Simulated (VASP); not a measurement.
Write the native input for VASP 6.6.1 that does the following.

- Task: relaxation of cell and atoms
- Functional: PBE
- Potentials or basis: VASP PAW PBE potentials, release 64 (K_sv, La, Zr_sv, Nb_sv, O)
- Cutoff: 600 eV
- k mesh: 6 × 6 × 6
- Occupations: fermi-dirac, width 0.1 eV
- Spin: no spin polarisation
- Dipole correction: no
- Further INCAR settings: ALGO = Normal; EDIFF = 1e-06; IBRION = 2; EDIFFG = -0.02; NSW = 50; ISIF = 3

The structure of KLaZrNbO6 lies in POSCAR:

```
KLaZrNbO6
1.0
    0.0000000000      4.1310290000      4.1310290000
    4.1310290000      0.0000000000      4.1310290000
    4.1310290000      4.1310290000      0.0000000000
K La Zr Nb O
1 1 1 1 6
Direct
    0.2500000000      0.2500000000      0.2500000000
    0.7500000000      0.7500000000      0.7500000000
    0.5000000000      0.5000000000      0.5000000000
    0.0000000000      0.0000000000      0.0000000000
    0.7544780000      0.2455220000      0.2455220000
    0.2455220000      0.7544780000      0.7544780000
    0.7544780000      0.7544780000      0.2455220000
    0.2455220000      0.2455220000      0.7544780000
    0.2455220000      0.7544780000      0.2455220000
    0.7544780000      0.2455220000      0.7544780000
```

The input as run:

INCAR

```
SYSTEM = KLaZrNbO6
  PREC = Accurate
  ENCUT = 600
  EDIFF = 1E-6
  ISMEAR = -1
  SIGMA = 0.1
  LREAL = .FALSE.
  LASPH = .TRUE.
  NELM = 100
  ALGO = Normal
  ISIF = 3
  LWAVE = .FALSE.
  LCHARG = .FALSE.
  GGA = PE
  IBRION = 2
  NSW = 50
  EDIFFG = -0.02
```

KPOINTS

```
Automatic mesh
0
G
  6 6 6
  0 0 0
```

Potentials or basis: VASP PAW PBE potentials, release 64 (K_sv, La, Zr_sv, Nb_sv, O).

The run is started by

```console
$ cat potpaw_PBE.64/K_sv/POTCAR potpaw_PBE.64/La/POTCAR potpaw_PBE.64/Zr_sv/POTCAR potpaw_PBE.64/Nb_sv/POTCAR potpaw_PBE.64/O/POTCAR > POTCAR
$ mpirun -np 1 vasp_std > vasp.out
```

It gave:

| Quantity | Value |
| --- | --- |
| Relaxed volume | 13.83 Å³/atom |
| Relaxed cell | a = 5.804 Å, b = 5.804 Å, c = 5.804 Å, α = 60.00°, β = 60.00°, γ = 60.00° |
| Space group after relaxing (to 0.1 Å) | F-43m (No. 216) |
| Energy gained by relaxing | 3.0 meV/atom |
| Ionic steps | 3 |
| Pressure after relaxing | 0.0 GPa |
| Band gap on the k mesh | zero (an odd number of electrons rules out a gap without spin polarisation) |

Caveat: spin-orbit coupling is left out, which moves the levels of the heavy elements; an odd number of electrons without spin polarisation forces a metal; a magnetic or distorted state may lie lower.

Run time: 6.5 min on 1 thread of Intel(R) Xeon(R) Platinum 8488C (Sapphire Rapids) (shared host), peak memory 0.44 GiB.
